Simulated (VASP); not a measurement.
**Fe: single point with RPBE**

The system is Fe.

```
CELL_PARAMETERS angstrom
-1.43035 1.43035 1.43035
1.43035 -1.43035 1.43035
1.43035 1.43035 -1.43035
ATOMIC_POSITIONS crystal
Fe 0.00000 0.00000 0.00000
```

* Program: VASP 6.6.1
* Task: single point
* Functional: RPBE
* Potentials or basis: VASP PAW PBE potentials, release 64 (Fe)
* Cutoff: 520 eV
* k mesh: 25 × 25 × 25
* Occupations: fermi-dirac, width 0.05 eV
* Spin: collinear spin, ferromagnetic start
* Starting moments: [2.288] μB
* Dipole correction: no
* Further INCAR settings: ALGO = Normal; EDIFF = 1e-06; NBANDS = 14

```json
{"Pressure": "0.1 GPa", "Net moment": "2.27 μB per cell", "Site moments": "Fe +2.27 μB", "Valence electrons inside the program's atomic spheres": "Fe 7.20"}
```

Levels at points of the mesh, in eV from the Fermi level:
Spin up:
```tsv
k point	band 3	band 4	band 5	band 6	band 7	band 8
(0.00, 0.00, 0.00)	-2.24	-2.24	-1.09	-1.09	24.76	24.76
```
Spin down:
```tsv
k point	band 1	band 2	band 3	band 4	band 5	band 6	band 7
(0.00, 0.00, 0.00)	-8.08	-0.20	-0.20	-0.20	1.80	1.80	24.40
```

Wall time 66 s on 1 thread of Intel(R) Xeon(R) Platinum 8488C (Sapphire Rapids) (shared host), peak memory 0.21 GiB.

Caveat: the PAW data sets were made with another functional, which shifts forces and pressure a little.
